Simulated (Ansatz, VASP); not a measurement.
One calculation of BAs, two programs

```
CELL_PARAMETERS angstrom
3.37785 0.00000 0.00000
-1.68892 2.92530 0.00000
0.00000 0.00000 26.96351
ATOMIC_POSITIONS crystal
As 0.00000 0.00000 0.33378
As 0.33333 0.66667 0.43607
As 0.66667 0.33333 0.53976
As 0.00000 0.00000 0.64644
B 0.33333 0.66667 0.35936
B 0.66667 0.33333 0.46164
B 0.00000 0.00000 0.56471
B 0.33333 0.66667 0.66099
```

Alike in both runs: task single point; functional PBE; k mesh 21 × 21 × 1; occupations gaussian, width 0.05 eV; no spin polarisation.

|  | VASP | Ansatz |
| --- | --- | --- |
| version | VASP 6.6.1 | Ansatz 0.2.0 |
| potentials or method | VASP PAW PBE potentials, release 64 (As, B), cutoff 520 eV | scalar-relativistic, plane waves, PAW |
| valence electrons in the cell | 32 | 72 |

```tsv
	VASP	Ansatz	Ansatz less VASP
gap on the k mesh at the Fermi level (eV)	none	none	-
rms of the force components (eV/Å)	0.083	0.092	+0.0097
work function, face that differs most (eV)	5.42	5.57	+0.154
```

A gap of «none» marks a metal or a gap that the smearing closes. VASP's potentials hold 32 valence electrons a cell and Ansatz's 72, so a difference there can come from the potentials and not from the codes. Ansatz's warnings: published levels not confirmed, xc potential rough in thin density.
